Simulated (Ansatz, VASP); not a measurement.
WS2: VASP beside Ansatz

INCAR

```
ALGO = Normal
EDIFF = 1E-6
ENCUT = 500
GGA = PE
GGA_COMPAT = F
ISIF = 2
ISMEAR = 0
ISPIN = 2
IVDW = 12
LASPH = T
LCHARG = F
LMAXMIX = 4
LORBIT = 11
LREAL = F
LWAVE = F
MAGMOM = 1 1 0 0 0 0
NBANDS = 39
NELM = 200
PREC = Accurate
SIGMA = 0.1
```

The input KPOINTS:

```
k-points
0
Gamma
  6 6 2
```

File POSCAR:

```
WS2
1.0
    3.1800000000      0.0000000000      0.0000000000
   -1.5900000000      2.7539607840      0.0000000000
    0.0000000000      0.0000000000     12.5000000000
W S
2 4
Direct
    0.3333333333      0.6666666667      0.2500000000
    0.6666666667      0.3333333333      0.7500000000
    0.3333333333      0.6666666667      0.6250000000
    0.6666666667      0.3333333333      0.1250000000
    0.3333333333      0.6666666667      0.8750000000
    0.6666666667      0.3333333333      0.3750000000
```

Input for Ansatz:

```yaml
crystal:
  lattice:
    - [3.18, 0.0, 0.0]
    - [-1.59, 2.753960784, 0.0]
    - [0.0, 0.0, 12.5]
  atoms:
    - { symbol: W, position: [0.3333333333, 0.6666666667, 0.25], spin: 1.0 }
    - { symbol: W, position: [0.6666666667, 0.3333333333, 0.75], spin: 1.0 }
    - { symbol: S, position: [0.3333333333, 0.6666666667, 0.625] }
    - { symbol: S, position: [0.6666666667, 0.3333333333, 0.125] }
    - { symbol: S, position: [0.3333333333, 0.6666666667, 0.875] }
    - { symbol: S, position: [0.6666666667, 0.3333333333, 0.375] }
basis:
  ecutwfc: 420
kpoints:
  mp_grid: { grid: [6, 6, 2] }
hamiltonian:
  xc: pbe
  dispersion: d3bj
  pseudopotentials: { kind: paw }
scf:
  occupations: { method: gaussian, width: 0.1 }
  lower_state_search: "off"
output:
  forces: true
  stress: true
  eigenvalues: true
  populations: true
magnetization:
  spin_polarized: true
```

Alike in both runs: task single point; functional PBE; dispersion D3(BJ); k mesh 6 × 6 × 2; occupations gaussian, width 0.1 eV; collinear spin.

|  | VASP | Ansatz |
| --- | --- | --- |
| version | VASP 6.6.1 | Ansatz 0.2.0 |
| potentials or method | VASP PAW PBE potentials, release 64 (W_sv, S), cutoff 500 eV | scalar-relativistic, plane waves, PAW |
| valence electrons in the cell | 52 | 52 |

|  | VASP | Ansatz | Ansatz less VASP |
| --- | --- | --- | --- |
| gap on the k mesh at the Fermi level (eV) | 1.06 | 1.05 | -0.014 |
| least direct gap on the mesh (eV) | 1.74 | 1.74 | -0.003 |
| pressure (GPa) | -1.6 | -1.5 | +0.05 |
| traceless stress, the component that is largest in VASP (GPa) | 1.20 | 1.20 | +0.004 |
| rms of the force components (eV/Å) | 0.068 | 0.066 | -0.0013 |
| net moment per atom (μB) | 0.00 | 0.00 | 0.000 |

Atom by atom the forces differ by 0.001 eV/Å (rms over components). Ansatz's warnings: seeded moment not kept.

Neither program's run includes spin-orbit coupling.
